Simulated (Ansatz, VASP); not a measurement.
## Two plane-wave programs on GaP

```
Ga P
1.0
     0.00000    2.70513    2.70513
     2.70513    0.00000    2.70513
     2.70513    2.70513    0.00000
Ga P
1 1
Direct
  0.00000 0.00000 0.00000
  0.25000 0.25000 0.25000
```

Alike in both runs: task single point; functional HSE06; k mesh 6 × 6 × 6; occupations gaussian, width 0.02 eV; no spin polarisation.

|  | VASP | Ansatz |
| --- | --- | --- |
| version | VASP 6.6.1 | Ansatz 0.2.0 |
| potentials or method | VASP PAW PBE potentials, release 64 (Ga_d, P), cutoff 520 eV | scalar-relativistic, plane waves, PAW |
| valence electrons in the cell | 18 | 18 |

Ansatz gave:

| Quantity | Value |
| --- | --- |
| gap on the k mesh at the Fermi level (eV) | 2.24 |
| least direct gap on the mesh (eV) | 3.00 |
| pressure (GPa) | 2.9 |

Q: What did VASP give for the same quantities?

A: gap on the k mesh at the Fermi level (eV): 2.25; least direct gap on the mesh (eV): 3.00; pressure (GPa): 2.7.

Ansatz's warnings: stress exchange threshold loose, stress scf threshold loose.
